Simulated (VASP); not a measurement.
Set up this calculation in VASP 6.6.1, as the native input.

* Task: single point
* Functional: PBEsol
* Potentials or basis: VASP PAW PBE potentials, release 64 (Sc_sv, B, Pt)
* Cutoff: 520 eV
* k mesh: 5 × 5 × 5
* Occupations: fermi-dirac, width 0.15 eV
* Spin: no spin polarisation
* Dipole correction: no
* Further INCAR settings: ALGO = Normal; EDIFF = 1e-06; NBANDS = 30

The structure of ScBPt3 lies in POSCAR:

```
ScBPt3
1.0
    4.1900179569      0.0000000000      0.0000000000
    0.0000000000      4.1900179569      0.0000000000
    0.0000000000      0.0000000000      4.2621560000
Sc B Pt
1 1 3
Direct
    0.0000000000      0.0000000000      0.0000000000
    0.5000000000      0.5000000000      0.5000000000
    0.0000000000      0.5000000000      0.5000000000
    0.5000000000      0.5000000000      0.0000000000
    0.5000000000      0.0000000000      0.5000000000
```

One way to write it, as run:

INCAR

```
SYSTEM = ScBPt3
  ALGO = Normal
  EDIFF = 1E-6
  ENCUT = 520
  GGA = PS
  ISIF = 2
  ISMEAR = -1
  LASPH = .True.
  LCHARG = .False.
  LREAL = .False.
  LWAVE = .False.
  NBANDS = 30
  NELM = 80
  PREC = Accurate
  SIGMA = 0.15
```

KPOINTS

```
k-points
0
Gamma
  5 5 5
  0 0 0
```

Potentials or basis: VASP PAW PBE potentials, release 64 (Sc_sv, B, Pt).

The run is started by

```sh
$ cat potpaw_PBE.64/Sc_sv/POTCAR potpaw_PBE.64/B/POTCAR potpaw_PBE.64/Pt/POTCAR > POTCAR
$ mpirun -np 1 vasp_std > vasp.out
```

It gave:

```yaml
Pressure: -0.8 GPa
Band_gap_on_the_k_mesh: zero (band 22 reaches 9.37 eV, above the bottom of band 23 at 8.03 eV)
```

Caveat: the PAW data sets were made with another functional, which shifts forces and pressure a little; spin-orbit coupling is left out, which moves the levels of the heavy elements.

Run time: 39 s on 1 thread of Intel(R) Xeon(R) Platinum 8375C CPU @ 2.90GHz (Ice Lake), with other jobs on the host, peak memory 0.2 GiB.
